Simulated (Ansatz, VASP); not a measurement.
**One calculation of Sb, two programs**

```xyz
2
Lattice="4.0588 0.0000 0.0000 -2.0294 3.5150 0.0000 0.0000 0.0000 27.1000" Properties=species:S:1:pos:R:3 pbc="T T T"
Sb    0.0000    2.3433    6.9941
Sb    2.0294    1.1717    8.6559
```

Alike in both runs: functional revPBE; dispersion D3(BJ); k mesh 12 × 12 × 1; occupations gaussian, width 0.03 eV; no spin polarisation.

Ansatz relaxed the structure, and its values are those at the end. VASP's run is a single point on that final structure, the one shown.

```csv
,VASP,Ansatz
version,VASP 6.6.1,Ansatz 0.2.0
potentials or method,"VASP PAW PBE potentials, release 64 (Sb), cutoff 400 eV","scalar-relativistic, plane waves, PAW"
valence electrons in the cell,10,30
```

VASP gave:

| Item | Value |
| --- | --- |
| gap on the k mesh at the Fermi level (eV) | 1.18 |
| least direct gap on the mesh (eV) | 1.69 |
| rms of the force components (eV/Å) | 0.044 |

Problem. Estimate Ansatz's values.

Solution. gap on the k mesh at the Fermi level (eV): 1.17; least direct gap on the mesh (eV): 1.72; rms of the force components (eV/Å): 0.000.

VASP's potentials were made for PBE, not for revPBE. VASP's potentials hold 10 valence electrons a cell and Ansatz's 30, so a difference there can come from the potentials and not from the codes. Ansatz's warnings: slab cell height set, structure snapped to symmetry, xc potential rough in thin density.

Neither program's run includes spin-orbit coupling.
